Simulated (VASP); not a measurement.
# LiNbO3 (klda) (R3c) in VASP: relaxation of cell and atoms with LDA

Aim: the relaxation of cell and atoms of LiNbO3 (klda) with LDA.

Everything below comes from runs of VASP 6.6.1. Logs are shortened: lines on timing, memory, paths and dates and some standing lists are left out, and cuts for length are marked.

## (1) The cell of the first run

It takes space group R3c (No. 161, trigonal). The conventional cell has a = 5.154 Å, b = 5.154 Å, c = 13.988 Å, α = 90.00°, β = 90.00°, γ = 120.00°. Within 2.7 Å of Li (site symmetry 3) lie 6 O at 2.04 to 2.25 Å. Nb (site symmetry 3) has 6 O at 1.90 to 2.15 Å within 2.5 Å. Within 2.5 Å of O (site symmetry 1) lie 2 Nb at 1.90 to 2.15 Å and 2 Li at 2.04 to 2.25 Å.

## (2) Relaxation of cell and atoms, LDA

Contents of INCAR:

```
PREC = Accurate ; ENCUT = 600
EDIFF = 1E-6 ; ISMEAR = 0
SIGMA = 0.1 ; LREAL = False
LASPH = True ; NELM = 100
ALGO = Normal ; ISIF = 3
LWAVE = False ; LCHARG = False
GGA = CA ; IBRION = 2
NSW = 100 ; EDIFFG = -0.05
```

Contents of KPOINTS:

```
Automatic mesh
0
Gamma
  6 6 6
```

Contents of POSCAR:

```
LiNbO3
1.0
    2.5770834800      1.4878798400      4.6625706200
   -2.5770834800      1.4878798400      4.6625706200
    0.0000000000     -2.9757596800      4.6625706200
Li Nb O
2 2 6
Direct
    0.7054734700      0.7054734700      0.7054734700
    0.2054734700      0.2054734700      0.2054734700
    0.9875072800      0.9875072800      0.9875072800
    0.4875072800      0.4875072800      0.4875072800
    0.8824795800      0.2700917500      0.6208967100
    0.6208967100      0.8824795800      0.2700917500
    0.2700917500      0.6208967100      0.8824795800
    0.7700917500      0.3824795800      0.1208967100
    0.3824795800      0.1208967100      0.7700917500
    0.1208967100      0.7700917500      0.3824795800
```

Potentials or basis: VASP PAW LDA potentials, release 64 (Li_sv, Nb_sv, O).

Started as:

```bash
$ cat potpaw_LDA.64/Li_sv/POTCAR potpaw_LDA.64/Nb_sv/POTCAR potpaw_LDA.64/O/POTCAR > POTCAR
$ mpirun -np 1 vasp_std > vasp.out
```

OUTCAR:

```text
PREC = Accurate
   ENCUT = 600
   EDIFF = 1E-6
   ISMEAR = 0
   LREAL = False
   LASPH = True
   NELM = 100
   ISIF = 3
   GGA = CA
   IBRION = 2
   NSW = 100
   EDIFFG = -0.05

 ion  position               nearest neighbor table
   1  0.705  0.705  0.705-  10 2.04   8 2.04   9 2.04   6 2.25   7 2.25   5 2.25
   2  0.205  0.205  0.205-   7 2.04   5 2.04   6 2.04   9 2.25  10 2.25   8 2.25
   3  0.988  0.988  0.988-   6 1.90   5 1.90   7 1.90   9 2.15  10 2.15   8 2.15
   4  0.488  0.488  0.488-   9 1.90   8 1.90  10 1.90   6 2.15   7 2.15   5 2.15
   5  0.882  0.270  0.621-   3 1.90   2 2.04   4 2.15   1 2.25
   6  0.621  0.882  0.270-   3 1.90   2 2.04   4 2.15   1 2.25
   7  0.270  0.621  0.882-   3 1.90   2 2.04   4 2.15   1 2.25
   8  0.770  0.382  0.121-   4 1.90   1 2.04   3 2.15   2 2.25
   9  0.382  0.121  0.770-   4 1.90   1 2.04   3 2.15   2 2.25
  10  0.121  0.770  0.382-   4 1.90   1 2.04   3 2.15   2 2.25

  LATTYP: Found a trigonal (rhomboedric) cell.
 ALAT       =     5.5312485451
 COS(alpha) =     0.5658491840

  Lattice vectors:

 A1 = (   2.5770834800,   1.4878798400,   4.6625706200)
 A2 = (  -2.5770834800,   1.4878798400,   4.6625706200)
 A3 = (   0.0000000000,  -2.9757596800,   4.6625706200)

Analysis of symmetry for initial positions (statically):
=====================================================================
 Subroutine PRICEL returns:
 Original cell was already a primitive cell.

 Routine SETGRP: Setting up the symmetry group for a
 trigonal (rhombohedral) supercell.

 Subroutine GETGRP returns: Found  6 space group operations
 (whereof  3 operations were pure point group operations)
 out of a pool of 12 trial point group operations.

The static configuration has the point symmetry C_3 .
 The point group associated with its full space group is C_3v.

Analysis of symmetry for dynamics (positions and initial velocities):
=====================================================================
 Subroutine PRICEL returns:
 Original cell was already a primitive cell.

 Routine SETGRP: Setting up the symmetry group for a
 trigonal (rhombohedral) supercell.

 Subroutine GETGRP returns: Found  6 space group operations
 (whereof  3 operations were pure point group operations)
 out of a pool of 12 trial point group operations.

The dynamic configuration has the point symmetry C_3 .
 The point group associated with its full space group is C_3v.

 Subroutine INISYM returns: Found  6 space group operations
 (whereof  3 operations are pure point group operations),
 and found     1 'primitive' translations

[... 120 lines left out ...]
   PSTRESS=    0.0 pullay stress
   NELECT =      68.0000    total number of electrons
   NUPDOWN=      -1.0000    fix difference up-down
   EMIN   =  10.00;   EMAX   =-10.00  energy-range for DOS
   EFERMI =   0.00;   METHOD = LEGACY
   ISMEAR =     0;   SIGMA  =   0.10  broadening in eV -4-tet -1-fermi 0-gaus
   EFERMI_NEDOS =   21; number of points for ismear=-14 and -15
   IALGO  =     38    algorithm
   IMIX   =      4    mixing-type and parameters
     AMIX     =   0.40;   BMIX     =  1.00
     AMIX_MAG =   1.60;   BMIX_MAG =  1.00
  volume/ion in A,a.u.               =      10.73        72.39
  Fermi-wavevector in a.u.,A,eV,Ry     =   1.406329  2.657576 26.909059  1.977760
  Thomas-Fermi vector in A             =   2.528700
   LORBIT       =      0    0 simple, 1 ext, 2 COOP (PROOUT), +10 PAW based schemes
   GGA     = CA    functional components
   LHFCALC =     F    Hartree Fock is set to
   AEXX    =    0.0000 exact exchange contribution
   IVDW    =     0    specifies the selected vdW correction
   LEPSILON=     F    determine dielectric tensor
   LRPA    =     F    only Hartree local field effects (RPA)
 conjugate gradient relaxation of ions
 non-spin polarized calculation
 Gauss-broadening in eV      SIGMA  =   0.10
  energy-cutoff  :      600.00
  volume of cell :      107.27
 maximum number of plane-waves:      3600
 NGX is ok and might be reduce to    48
   NGX = 23   NGY = 23   NGZ = 23

--------------------------------------- Ionic step        1  -------------------------------------------

 number of electron      67.9999998 magnetization

 Free energy of the ion-electron system (eV)
  ---------------------------------------------------
  ext. energy  EPLUGINS =         0.00000000
  ---------------------------------------------------
  free energy    TOTEN  =       -87.42205243 eV

  energy without entropy =      -87.42205243  energy(sigma->0) =      -87.42205243

------------------------ aborting loop because EDIFF is reached ----------------------------------------

  FORCE on cell =-STRESS in cart. coord.  units (eV):
  Direction    XX          YY          ZZ          XY          YZ          ZX
  --------------------------------------------------------------------------------------
  -------------------------------------------------------------------------------------
  Total       -7.5811894     -7.5811893     -7.1414722      0.0000000      0.0000000      0.0000000
  in kB     -113.2334936   -113.2334935   -106.6658286      0.0000000      0.0000000      0.0000000
  external PRESSURE =    -111.0442719 kB  Pullay stress =       0.0000000 kB
[... 251 lines left out ...]
--------------------------------------- Ionic step        7  -------------------------------------------

 number of electron      68.0000002 magnetization

 Free energy of the ion-electron system (eV)
  ---------------------------------------------------
  ext. energy  EPLUGINS =         0.00000000
  ---------------------------------------------------
  free energy    TOTEN  =       -87.64059120 eV

  energy without entropy =      -87.64059120  energy(sigma->0) =      -87.64059120

 E-fermi :   4.2434     XC(G=0): -11.5927

 val. band max:        3.7425075288   @ k =   0.1667   0.1667   0.1667
 cond. band min:       7.2338733261   @ k =   0.0000   0.0000   0.0000
 fundamental gap:      3.4913657974
 Fermi energy:         4.2433833573

 k-point     1 :       0.0000    0.0000    0.0000
  band No.  band energies     occupation
      1     -49.9989      2.00000
      2     -49.9788      2.00000
      3     -37.5136      2.00000
      4     -37.5092      2.00000
      5     -26.5352      2.00000
      6     -26.5352      2.00000
[... 1021 lines left out ...]
     39       9.0021      0.00000
     40       9.1873      0.00000

 [... further k-points ...]

------------------------ aborting loop because EDIFF is reached ----------------------------------------

  FORCE on cell =-STRESS in cart. coord.  units (eV):
  Direction    XX          YY          ZZ          XY          YZ          ZX
  --------------------------------------------------------------------------------------
  -------------------------------------------------------------------------------------
  Total        0.2032281      0.2032281     -0.0186355      0.0000000     -0.0000000      0.0000000
  in kB        3.2144134      3.2144134     -0.2947531      0.0000000     -0.0000000      0.0000000
  external PRESSURE =       2.0446913 kB  Pullay stress =       0.0000000 kB
[... 25 lines left out ...]
  FREE ENERGIE OF THE ION-ELECTRON SYSTEM (eV)
  ---------------------------------------------------
  free  energy   TOTEN  =       -87.6405912027 eV

  energy  without entropy=      -87.6405912027  energy(sigma->0) =      -87.64059120

 reached required accuracy - stopping structural energy minimisation
```

It took 24 min on 1 thread of Oxide Virtual Turin-like, shared host; peak memory 0.32 GiB.

What came out:

```yaml
Free_energy: -87.6406 eV
Relaxed_volume: 10.13 Å³/atom
Relaxed_cell: a = 5.419 Å, b = 5.419 Å, c = 5.419 Å, α = 55.70°, β = 55.70°, γ = 55.70°
Space_group_after_relaxing_to_0.05_Å: R3c (No. 161)
Energy_gained_by_relaxing: 21.9 meV/atom
Ionic_steps: 7
Pressure_after_relaxing: 0.2 GPa
Largest_force_after_relaxing: 0.049 eV/Å
Band_gap_on_the_k_mesh: 3.49 eV, indirect (least direct gap 3.51 eV)
```

Forces on the atoms (eV/Å):
```
Li   0.000  0.000 -0.003
Li   0.000  0.000 -0.003
Nb   0.000  0.000  0.041
Nb   0.000  0.000  0.041
O    0.041  0.024 -0.012
O   -0.041  0.023 -0.012
O    0.000 -0.047 -0.012
O   -0.041  0.024 -0.012
O    0.041  0.023 -0.012
O    0.000 -0.047 -0.012
```

Step by step:
```
step  energy change (eV)  largest force (eV/Å)  pressure (GPa)  volume (Å³)
   1              0.0000                0.5693          -11.10       107.27
   2              0.2465                1.7296           19.08        96.14
   3             -0.1910                0.4809           -0.77       102.61
   4             -0.1911                0.4941           -0.54       102.52
   5             -0.2179                0.1006            0.03       101.47
   6             -0.2185                0.0508            0.21       101.27
   7             -0.2185                0.0488            0.20       101.30
```

Final structure:
```
CELL_PARAMETERS angstrom
2.53148 1.46155 4.56302
-2.53148 1.46155 4.56302
0.00000 -2.92310 4.56302
ATOMIC_POSITIONS crystal
Li 0.70538 0.70538 0.70538
Li 0.20538 0.20538 0.20538
Nb 0.98917 0.98917 0.98917
Nb 0.48917 0.48917 0.48917
O 0.88014 0.27056 0.62121
O 0.62121 0.88014 0.27056
O 0.27056 0.62121 0.88014
O 0.77056 0.38014 0.12121
O 0.38014 0.12121 0.77056
O 0.12121 0.77056 0.38014
```

Caveat: the cutoff is under 1.25 times the usual one of these potentials, so pressure, stress and relaxed cells hold a basis-set (Pulay) error; the relaxation stopped at a loose force limit of 0.05 eV/Å, so its end isn't a converged minimum. A k mesh can miss the band edges.
